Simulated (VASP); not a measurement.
A run of VASP 6.6.1 is set up as follows.

Contents of INCAR:

```
ALGO = Normal
EDIFF = 1E-7
EDIFFG = -0.04
ENCUT = 500
GGA = PE
GGA_COMPAT = F
IBRION = 2
ISIF = 3
ISMEAR = 0
LASPH = T
LCHARG = F
LREAL = F
LWAVE = F
NELM = 120
NELMIN = 4
NSW = 90
PREC = Accurate
SIGMA = 0.1
```

KPOINTS

```
k-points
0
Gamma
  3 3 4
```

File POSCAR:

```
KAlPb3
1.0
    7.3446343079      0.0000000000      0.0000000000
   -3.6723171539      6.3606398921      0.0000000000
    0.0000000000      0.0000000000      6.2749007142
K Al Pb
2 2 6
Direct
    0.3333333333      0.6666666667      0.7500000000
    0.6666666667      0.3333333333      0.2500000000
    0.0000000000      0.0000000000      0.5000000000
    0.0000000000      0.0000000000      0.0000000000
    0.1460000000      0.2919999999      0.2500000000
    0.8540000000      0.1460000000      0.7500000000
    0.8540000000      0.7080000001      0.7500000000
    0.1460000000      0.8540000000      0.2500000000
    0.7080000001      0.8540000000      0.2500000000
    0.2919999999      0.1460000000      0.7500000000
```

Potentials or basis: VASP PAW PBE potentials, release 64 (K_sv, Al, Pb_d).

Run with:

```sh
$ cat potpaw_PBE.64/K_sv/POTCAR potpaw_PBE.64/Al/POTCAR potpaw_PBE.64/Pb_d/POTCAR > POTCAR
$ mpirun -np 1 vasp_std > vasp.out
```

Q: Estimate the band gap on the k mesh.

A: Zero (bands 54 and 55 overlap by 0.30 eV).

Q: Estimate the relaxed cell.

A: a = 7.068 Å, b = 7.068 Å, c = 7.959 Å, α = 90.00°, β = 90.00°, γ = 120.00°.

Q: Estimate the relaxed volume.

A: 34.43 Å³/atom.

Step by step:
```csv
step,energy change (eV),largest force (eV/Å),pressure (GPa),volume (Å³)
1,0.0000,5.5777,20.25,293.14
2,-6.0420,0.4424,-3.91,479.74
3,-7.3833,0.4477,-0.57,398.95
4,-7.4638,0.4738,-0.47,392.14
5,-7.6909,0.5392,-0.10,372.17
6,-7.9902,0.5612,1.26,334.23
7,-6.0813,1.5269,10.63,265.99
8,-7.9178,0.6665,1.74,330.82
9,-7.8841,0.5716,3.06,310.56
10,-7.9229,0.6416,2.25,322.19
11,-7.9651,0.5740,2.15,321.37
12,-8.0601,0.3707,1.91,318.94
13,-8.0755,0.1731,1.88,314.09
14,-8.1027,0.1383,1.80,316.51
15,-8.1038,0.0960,1.80,316.14
16,-8.1435,0.0955,1.38,320.33
17,-8.2033,0.0777,0.28,333.14
18,-8.2055,0.0709,0.07,335.99
19,-8.2055,0.0699,0.04,336.39
20,-8.2076,0.0636,0.03,336.38
21,-8.2140,0.0432,0.01,336.33
22,-8.2264,0.0069,-0.03,336.21
23,-8.2449,0.1381,-0.06,335.87
24,-8.2035,0.5074,0.17,334.78
25,-8.2478,0.1795,-0.05,335.74
26,-8.2512,0.1908,-0.04,335.63
27,-8.2604,0.2287,0.01,335.27
28,-8.2699,0.3226,0.15,334.46
29,-8.2841,0.3205,0.14,334.88
30,-8.3228,0.3218,0.13,336.03
31,-8.3590,0.3308,0.25,337.85
32,-8.4035,0.1915,0.00,341.77
33,-8.4273,0.0410,-0.27,348.66
34,-8.4301,0.0150,0.12,344.33
```

Caveat: the volume moved by over 15 % at a fixed basis, so the end points are rough; spin-orbit coupling is left out, which moves the levels of the heavy elements.
